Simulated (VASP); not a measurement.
Crystal: MgO.

```
CELL_PARAMETERS angstrom
2.62335 0.00000 0.00000
0.00000 2.62335 0.00000
0.00000 0.00000 2.62335
ATOMIC_POSITIONS crystal
Mg 0.00000 0.00000 0.00000
O 0.50000 0.50000 0.50000
```

Base run:

```yaml
Program: VASP 6.6.1
Functional: PBE0
Potentials_or_basis: VASP PAW PBE potentials, release 64 (Mg, O)
Cutoff: 520 eV
k_mesh: 6 × 6 × 6
Occupations: gaussian, width 0.01 eV
Spin: no spin polarisation
```

Its results: band gap on the k mesh 4.90 eV (least direct gap 6.00 eV); pressure -1.1 GPa.

Q: The run is repeated on the same cell with these changes: functional from PBE0 to HF; share of exact exchange from 0.25 to 1. What comes out?

A: Band gap on the k mesh 12.75 eV (least direct gap 14.08 eV); pressure -4.1 GPa.

Caveats: the PAW data sets were made with another functional, which shifts forces and pressure a little; the cell stands under tension (at least some runs).

A k mesh can miss the band edges.
